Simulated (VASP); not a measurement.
# IrRu (P-6m2) in VASP: single point with LDA

Aim: the single point of IrRu with LDA.

Program: VASP 6.6.1. These are calculated values, not measurements. Logs are shortened: lines on timing, memory, paths and dates and some standing lists are left out, and cuts for length are marked.

### 1 The cell of the first run

Symmetry: P-6m2, No. 187, hexagonal system. Conventional cell: a = 2.725 Å, b = 2.725 Å, c = 4.331 Å, α = 90.00°, β = 90.00°, γ = 120.00°. Ru (site symmetry -6m2) has 6 Ir at 2.68 Å and 6 Ru at 2.72 Å within 3.5 Å. Ir (site symmetry -6m2) has 6 Ru at 2.68 Å and 6 Ir at 2.72 Å within 3.5 Å.

### 2 Single point, LDA

INCAR reads:

```
SYSTEM = IrRu
  ALGO = Fast
  EDIFF = 1E-7
  ENCUT = 520
  ISIF = 2
  ISMEAR = 0
  LASPH = .TRUE.
  LCHARG = .FALSE.
  LREAL = .FALSE.
  LWAVE = .FALSE.
  NBANDS = 18
  NELM = 100
  PREC = Accurate
  SIGMA = 0.15
```

KPOINTS reads:

```
k-points
0
G
  24 24 12
  0 0 0
```

POSCAR reads:

```
IrRu
1.0
    2.7249110840      0.0000000000      0.0000000000
   -1.3624555420      2.3598422218      0.0000000000
    0.0000000000      0.0000000000      4.3306976446
Ru Ir
1 1
Direct
    0.6666666667      0.3333333333      0.0000000000
    0.0000000000      0.0000000000      0.5000000000
```

Potentials or basis: VASP PAW LDA potentials, release 64 (Ru_pv, Ir).

Run with:

```bash
> cat potpaw_LDA.64/Ru_pv/POTCAR potpaw_LDA.64/Ir/POTCAR > POTCAR
> mpirun -np 1 vasp_std > vasp.out
```

OUTCAR:

```text
SYSTEM = IrRu
   EDIFF = 1E-7
   ENCUT = 520
   ISIF = 2
   ISMEAR = 0
   LASPH = .TRUE.
   LREAL = .FALSE.
   NELM = 100
   PREC = Accurate

 ion  position               nearest neighbor table
   1  0.667  0.333  0.000-   2 2.68   2 2.68   2 2.68   2 2.68   2 2.68   2 2.68
   2  0.000  0.000  0.500-   1 2.68   1 2.68   1 2.68   1 2.68   1 2.68   1 2.68

  LATTYP: Found a hexagonal cell.
 ALAT       =     2.7249110840
 C/A-ratio  =     1.5892987004

  Lattice vectors:

 A1 = (   2.7249110840,   0.0000000000,   0.0000000000)
 A2 = (  -1.3624555420,   2.3598422218,   0.0000000000)
 A3 = (   0.0000000000,   0.0000000000,   4.3306976446)

Analysis of symmetry for initial positions (statically):
=====================================================================
 Subroutine PRICEL returns:
 Original cell was already a primitive cell.

 Routine SETGRP: Setting up the symmetry group for a
 hexagonal supercell.

 Subroutine GETGRP returns: Found 12 space group operations
 (whereof 12 operations were pure point group operations)
 out of a pool of 24 trial point group operations.

The static configuration has the point symmetry D_3h.

Analysis of symmetry for dynamics (positions and initial velocities):
=====================================================================
 Subroutine PRICEL returns:
 Original cell was already a primitive cell.

 Routine SETGRP: Setting up the symmetry group for a
 hexagonal supercell.

 Subroutine GETGRP returns: Found 12 space group operations
 (whereof 12 operations were pure point group operations)
 out of a pool of 24 trial point group operations.

The dynamic configuration has the point symmetry D_3h.

 Subroutine INISYM returns: Found 12 space group operations
 (whereof 12 operations are pure point group operations),
 and found     1 'primitive' translations

----------------------------------------------------------------------------------------

                                     Primitive cell

  volume of cell :      27.8479

  direct lattice vectors                    reciprocal lattice vectors
     2.724911084  0.000000000  0.000000000     0.366984452  0.211878572  0.000000000
    -1.362455542  2.359842222  0.000000000     0.000000000  0.423757144  0.000000000
     0.000000000  0.000000000  4.330697645     0.000000000  0.000000000  0.230909678

  length of vectors
     2.724911084  2.724911084  4.330697645     0.423757144  0.423757144  0.230909678

  position of ions in fractional coordinates (direct lattice)
     0.666666667  0.333333333  0.000000000
     0.000000000  0.000000000  0.500000000

  ion indices of the primitive-cell ions
   primitive index   ion index
                 1           1
                 2           2

----------------------------------------------------------------------------------------

 KPOINTS: k-points

Automatic generation of k-mesh.
 Grid dimensions read from file:
 generate k-points for:   24   24   12

 Generating k-lattice:

  Cartesian coordinates                     Fractional coordinates (reciprocal lattice)
     0.015291019  0.008828274  0.000000000     0.041666667  0.000000000  0.000000000
     0.000000000  0.017656548  0.000000000     0.000000000  0.041666667  0.000000000
     0.000000000  0.000000000  0.019242473     0.000000000  0.000000000  0.083333333

  Length of vectors
     0.017656548  0.017656548  0.019242473

  Shift w.r.t. Gamma in fractional coordinates (k-lattice)
     0.000000000  0.000000000  0.000000000

 Subroutine IBZKPT returns following result:
 ===========================================

 Found    427 irreducible k-points:

 Following reciprocal coordinates:
            Coordinates               Weight
  0.000000  0.000000  0.000000      1.000000
  0.041667 -0.000000  0.000000      6.000000
  0.083333  0.000000  0.000000      6.000000
  0.125000  0.000000  0.000000      6.000000
  0.166667  0.000000  0.000000      6.000000
  0.208333  0.000000  0.000000      6.000000
[... 16 lines left out ...]
  0.416667  0.041667  0.000000     12.000000
  0.458333  0.041667  0.000000     12.000000
 [... further k-points ...]
   k-points           NKPTS =    427   k-points in BZ     NKDIM =    427   number of bands    NBANDS=     18
   number of dos      NEDOS =    301   number of ions     NIONS =      2
   total plane-waves  NPLWV =  12800
   dimension x,y,z NGX =    20 NGY =   20 NGZ =   32
   dimension x,y,z NGXF=    40 NGYF=   40 NGZF=   64
   ions per type =               1   1
   NGX,Y,Z   is equivalent  to a cutoff of  12.20, 12.20, 12.28 a.u.
   NGXF,Y,Z  is equivalent  to a cutoff of  24.40, 24.40, 24.57 a.u.
 SYSTEM =  IrRu
   PREC   = accura    normal or accurate (medium, high low for compatibility)
   ISTART =      0    job   : 0-new  1-cont  2-samecut
   ICHARG =      2    charge: 1-file 2-atom 10-const
   ISPIN  =      1    spin polarized calculation?
   LNONCOLLINEAR =      F non collinear calculations
   LSORBIT =      F    spin-orbit coupling
   LASPH  =      T    aspherical Exc in radial PAW
   ENCUT  =  520.0 eV  38.22 Ry    6.18 a.u.   5.07  5.07  8.05*2*pi/ulx,y,z
   NELM   =    100;   NELMIN=  2; NELMDL= -5     # of ELM steps
   EDIFF  = 0.1E-06   stopping-criterion for ELM
   LREAL  =      F    real-space projection
   EDIFFG = 0.1E-05   stopping-criterion for IOM
   NSW    =      0    number of steps for IOM
   IBRION =     -1    ionic relax: 0-MD 1-quasi-New 2-CG
   NFREE  =      0    steps in history (QN), initial steepest desc. (CG)
   ISIF   =      2    stress and relaxation
   ISYM   =      2    0-nonsym 1-usesym 2-fastsym
   POTIM  = 0.5000    time-step for ionic-motion
   TEBEG  =    0.0;   TEEND  =   0.0 temperature during run
   PSTRESS=    0.0 pullay stress
   NELECT =      23.0000    total number of electrons
   NUPDOWN=      -1.0000    fix difference up-down
   EMIN   =  10.00;   EMAX   =-10.00  energy-range for DOS
   EFERMI =   0.00;   METHOD = LEGACY
   ISMEAR =     0;   SIGMA  =   0.15  broadening in eV -4-tet -1-fermi 0-gaus
   EFERMI_NEDOS =   21; number of points for ismear=-14 and -15
   IALGO  =     68    algorithm
   IMIX   =      4    mixing-type and parameters
     AMIX     =   0.40;   BMIX     =  1.00
     AMIX_MAG =   1.60;   BMIX_MAG =  1.00
  volume/ion in A,a.u.               =      13.92        93.96
  Fermi-wavevector in a.u.,A,eV,Ry     =   1.535983  2.902587 32.099457  2.359244
  Thomas-Fermi vector in A             =   2.642695
   LORBIT       =      0    0 simple, 1 ext, 2 COOP (PROOUT), +10 PAW based schemes
   GGA     = CA    functional components
   LHFCALC =     F    Hartree Fock is set to
   AEXX    =    0.0000 exact exchange contribution
   IVDW    =     0    specifies the selected vdW correction
   LEPSILON=     F    determine dielectric tensor
   LRPA    =     F    only Hartree local field effects (RPA)
 non-spin polarized calculation
 RMM-DIIS sequential band-by-band and
 Gauss-broadening in eV      SIGMA  =   0.15
  energy-cutoff  :      520.00
  volume of cell :       27.85
 maximum number of plane-waves:       772
   NGX = 11   NGY = 11   NGZ = 17

 number of electron      23.0000006 magnetization

 Free energy of the ion-electron system (eV)
  ---------------------------------------------------
  ext. energy  EPLUGINS =         0.00000000
  ---------------------------------------------------
  free energy    TOTEN  =       -21.06739473 eV

  energy without entropy =      -21.04589956  energy(sigma->0) =      -21.05664714

 E-fermi :  11.5417     XC(G=0): -14.2318

 val. band max:       11.5410949072   @ k =   0.0833   0.0000   0.5000
 cond. band min:      11.5417843646   @ k =   0.1667   0.1667   0.2500
 fundamental gap:      0.0006894574
 Fermi energy:        11.5417168301

 k-point     1 :       0.0000    0.0000    0.0000
  band No.  band energies     occupation
      1     -31.5912      2.00000
      2     -31.0908      2.00000
      3     -31.0908      2.00000
      4       1.5072      2.00000
      5       4.4616      2.00000
      6       7.9281      2.00000
[... 10 lines left out ...]
     17      21.3821      0.00000
     18      26.0402      0.00000

 k-point     2 :       0.0417   -0.0000    0.0000
  band No.  band energies     occupation
      1     -31.5897      2.00000
      2     -31.1032      2.00000
      3     -31.0937      2.00000
      4       1.5759      2.00000
      5       4.5125      2.00000
      6       7.8206      2.00000
[... 10 lines left out ...]
     17      21.3820      0.00000
     18      26.1609      0.00000

 k-point     3 :       0.0833    0.0000    0.0000
  band No.  band energies     occupation
      1     -31.5853      2.00000
      2     -31.1395      2.00000
      3     -31.1021      2.00000
      4       1.7787      2.00000
      5       4.6591      2.00000
      6       7.5953      2.00000
[... 10 lines left out ...]
     17      21.3819      0.00000
     18      26.4955      0.00000

 k-point     4 :       0.1250    0.0000    0.0000
  band No.  band energies     occupation
      1     -31.5783      2.00000
      2     -31.1970      2.00000
      3     -31.1155      2.00000
      4       2.1047      2.00000
      5       4.8799      2.00000
      6       7.3370      2.00000
[... 375 lines left out ...]
      4       4.3378      2.00000
      5       5.3861      2.00000
      6       5.5096      2.00000
[... 10 lines left out ...]
     17      21.5789      0.00000
     18      24.2176      0.00000

 k-point    23 :       0.4167    0.0417    0.0000
  band No.  band energies     occupation
      1     -31.7637      2.00000
      2     -31.5054      2.00000
      3     -31.2590      2.00000
      4       4.2924      2.00000
      5       5.3166      2.00000
      6       5.3977      2.00000
[... 10 lines left out ...]
     17      22.2333      0.00000
     18      23.6409      0.00000

 k-point    24 :       0.4583    0.0417    0.0000
  band No.  band energies     occupation
      1     -31.7862      2.00000
      2     -31.5024      2.00000
      3     -31.2648      2.00000
      4       4.2586      2.00000
      5       5.2194      2.00000
      6       5.3999      2.00000
[... 10 lines left out ...]
     17      22.6055      0.00000
     18      23.2945      0.00000

 [... further k-points ...]

------------------------ aborting loop because EDIFF is reached ----------------------------------------

  FORCE on cell =-STRESS in cart. coord.  units (eV):
  Direction    XX          YY          ZZ          XY          YZ          ZX
  --------------------------------------------------------------------------------------
  -------------------------------------------------------------------------------------
  Total       -1.7634279     -1.7634279     -1.8349645      0.0000000      0.0000000      0.0000000
  in kB     -101.4553909   -101.4553909   -105.5711070      0.0000000      0.0000000      0.0000000
  external PRESSURE =    -102.8272963 kB  Pullay stress =       0.0000000 kB

 VOLUME and BASIS-vectors are now :
 -----------------------------------------------------------------------------
  energy-cutoff  :      520.00
  volume of cell :       27.85
      direct lattice vectors                 reciprocal lattice vectors
     2.724911084  0.000000000  0.000000000     0.366984452  0.211878572  0.000000000
    -1.362455542  2.359842222  0.000000000     0.000000000  0.423757144  0.000000000
     0.000000000  0.000000000  4.330697645     0.000000000  0.000000000  0.230909678

 POSITION                                       TOTAL-FORCE (eV/Angst)
 -----------------------------------------------------------------------------------
      1.36246      0.78661      0.00000        -0.000000      0.000000      0.000000
      0.00000      0.00000      2.16535         0.000000     -0.000000      0.000000
 -----------------------------------------------------------------------------------
    total drift:                               -0.000000      0.000000      0.000000

  FREE ENERGIE OF THE ION-ELECTRON SYSTEM (eV)
  ---------------------------------------------------
  free  energy   TOTEN  =       -21.0673947278 eV

  energy  without entropy=      -21.0458995596  energy(sigma->0) =      -21.05664714
```

Run time: 2.4 min. Hardware: 1 thread of Intel Xeon 6975P-C, shared host; peak memory 0.32 GiB.

Results:

```yaml
Free_energy: -21.0674 eV
Pressure: -10.3 GPa
```

Stress tensor (GPa, compression positive):
```
-10.15   0.00   0.00
  0.00 -10.15   0.00
  0.00   0.00 -10.56
```

Caveat: spin-orbit coupling is left out, which moves the levels of the heavy elements.
